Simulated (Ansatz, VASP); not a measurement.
## One calculation of B5Ru, two programs

```xyz
6
Lattice="3.1783 0.0000 0.0000 -1.5892 2.7525 0.0000 0.0000 0.0000 5.3596" Properties=species:S:1:pos:R:3 pbc="T T T"
B     1.5892    0.0000    0.0000
B    -0.7946    1.3763    0.0000
B     0.7946    1.3763    0.0000
B     0.0000    0.0000    4.4335
B     0.0000    0.0000    0.9261
Ru    0.0000    0.0000    2.6798
```

Alike in both runs: task single point; functional PBE; k mesh 6 × 6 × 4; occupations gaussian, width 0.1 eV; no spin polarisation.

|  | VASP | Ansatz |
| --- | --- | --- |
| version | VASP 6.6.1 | Ansatz 0.2.0 |
| potentials or method | VASP PAW PBE potentials, release 64 (B, Ru_pv), cutoff 520 eV | scalar-relativistic, plane waves, PAW |
| valence electrons in the cell | 29 | 31 |

Ansatz gave:

- gap on the k mesh at the Fermi level (eV): none
- rms of the force components (eV/Å): 0.922

Task: What did VASP give for the same quantities?

Result: gap on the k mesh at the Fermi level (eV): none; rms of the force components (eV/Å): 0.943.

Atom by atom the forces differ by 0.021 eV/Å (rms over components). A gap of «none» marks a metal or a gap that the smearing closes. With one functional, cell and mesh, what is left measures potentials, basis and numerics. VASP's potentials hold 29 valence electrons a cell and Ansatz's 31, so a difference there can come from the potentials and not from the codes.

The k mesh is coarse, so the values compare programs but aren't converged.
